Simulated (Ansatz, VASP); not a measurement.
**Two plane-wave programs on Cu**

```
Cu
1.0
     0.00000    1.79174    1.79174
     1.79174    0.00000    1.79174
     1.79174    1.79174    0.00000
Cu
1
Direct
  0.00000 0.00000 0.00000
```

Alike in both runs: task single point; functional PBE; k mesh 12 × 12 × 12; occupations fermi-dirac, width 0.05 eV; no spin polarisation.

|  | VASP | Ansatz |
| --- | --- | --- |
| version | VASP 6.6.1 | Ansatz 0.2.0 |
| potentials or method | VASP PAW PBE potentials, release 64 (Cu), cutoff 600 eV | PAW, plane waves, scalar-relativistic |
| valence electrons in the cell | 11 | 19 |

Ansatz gave:

* pressure (GPa): 5.9

Question: Estimate VASP's values.

Answer: Pressure (GPa): 6.5.

VASP's potentials hold 11 valence electrons a cell and Ansatz's 19, so a difference there can come from the potentials and not from the codes.
